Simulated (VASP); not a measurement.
A run of VASP 6.6.1 is set up as follows.

The input INCAR:

```
SYSTEM = In3Se
  PREC = Accurate
  ENCUT = 520
  EDIFF = 1E-6
  ISMEAR = 0
  SIGMA = 0.3
  LREAL = .False.
  LASPH = .True.
  NELM = 80
  ALGO = Normal
  ISIF = 2
  LWAVE = .False.
  LCHARG = .True.
  GGA = PS
  LELF = .True.
  LVHAR = .True.
  NBANDS = 30
```

Contents of KPOINTS:

```
Automatic mesh
0
Gamma
  10 10 10
  0 0 0
```

POSCAR

```
In3Se
1.0
    4.8037580000      0.0000000000      0.0000000000
    0.0000000000      4.8037580000      0.0000000000
    0.0000000000      0.0000000000      4.8037580000
In Se
3 1
Direct
    0.0000000000      0.5000000000      0.5000000000
    0.5000000000      0.0000000000      0.5000000000
    0.5000000000      0.5000000000      0.0000000000
    0.0000000000      0.0000000000      0.0000000000
```

Potentials or basis: VASP PAW PBE potentials, release 64 (In_d, Se).

Run with:

```sh
$ cat potpaw_PBE.64/In_d/POTCAR potpaw_PBE.64/Se/POTCAR > POTCAR
$ mpirun -np 1 vasp_std > vasp.out
```

Problem. Estimate the pressure.

Solution. -3.0 GPa.

Caveat: the PAW data sets were made with another functional, which shifts forces and pressure a little.
